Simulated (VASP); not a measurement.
Input of a VASP 6.6.1 run:

File INCAR:

```
PREC = Accurate
ENCUT = 520
EDIFF = 1E-7
ISMEAR = 0
SIGMA = 0.05
LREAL = Auto
LASPH = T
NELM = 80
ALGO = Normal
ISIF = 2
LWAVE = F
LCHARG = F
GGA = PE
NBANDS = 68
```

The input KPOINTS:

```
Automatic mesh
0
Gamma
  2 2 1
```

The input POSCAR:

```
Mg6HO6
1.0
    5.3245140000      0.0000000000      0.0000000000
    2.6622570000      4.6111640000      0.0000000000
    0.0000000000      0.0000000000     17.4343090000
Mg O H
12 12 2
Direct
    0.0000000000      0.0000000000      0.0573581666
    0.0000000939      0.5000000000      0.0573581666
    0.5000000000      0.0000000000      0.0573581666
    0.5000000939      0.5000000000      0.0573581666
    0.6676561311      0.6684266706      0.2009000185
    0.6676264527      0.1637530133      0.2008778209
    0.1654112494      0.6671675525      0.2003413499
    0.1687782312      0.1655651371      0.2007142927
    0.3316136714      0.3416005156      0.3467332717
    0.3316338366      0.8262241378      0.3465137047
    0.8384201437      0.3304512700      0.3403862465
    0.8169847486      0.8411810987      0.3631966142
    0.3333332033      0.8333334056      0.1196985782
    0.3333332972      0.3333334056      0.1196985782
    0.8333332033      0.8333334056      0.1196985782
    0.8333332972      0.3333334056      0.1196985782
    0.0009572300      0.5010463735      0.2684542301
    0.0009536691     -0.0022536609      0.2683520179
    0.5000173697      0.4998121949      0.2666444652
    0.5018199460      0.9989939633      0.2713808732
    0.6578324796      0.2002179927      0.4182190415
    0.6575407121      0.6415035336      0.4181815867
    0.1685640628      0.1652899355      0.4087407192
    0.1713688143      0.6643060190      0.4187135837
    0.1775585426      0.1579674893      0.4639678005
    0.6511195041      0.4240992079      0.4387692681
```

Potentials or basis: VASP PAW PBE potentials, release 64 (Mg, O, H).

The run is started by

```bash
$ cat potpaw_PBE.64/Mg/POTCAR potpaw_PBE.64/O/POTCAR potpaw_PBE.64/H/POTCAR > POTCAR
$ mpirun -np 1 vasp_std > vasp.out
```

Q: Predict the largest force.

A: 2.543 eV/Å.

Q: Predict the band gap on the k mesh.

A: Zero (bands 49 and 50 overlap by 0.32 eV).

Forces in eV/Å, atoms in the order of the input:
```
Mg   0.007  0.020 -2.447
Mg  -0.014 -0.015 -2.448
Mg  -0.004  0.002 -2.474
Mg   0.016 -0.009 -2.413
Mg  -0.002 -0.006 -0.043
Mg   0.004  0.003 -0.043
Mg  -0.002  0.001 -0.040
Mg  -0.003  0.001 -0.036
Mg  -0.019 -0.015 -0.077
Mg   0.003  0.024 -0.076
Mg   0.003  0.001 -0.039
Mg  -0.004  0.004 -0.019
O    0.060  0.040  2.533
O   -0.008 -0.073  2.534
O   -0.041  0.020  2.543
O    0.024 -0.014  2.480
O   -0.003 -0.007  0.020
O    0.003  0.006  0.023
O   -0.002  0.000  0.038
O   -0.003  0.002  0.029
O   -0.016  0.002 -0.010
O   -0.007  0.017 -0.012
O   -0.028  0.017 -0.109
O    0.031 -0.018  0.004
H    0.021 -0.005  0.053
H   -0.013  0.004  0.029
```

Caveat: the k points lie up to 0.68 Å⁻¹ apart; there is no dipole correction, which matters where the two faces differ.
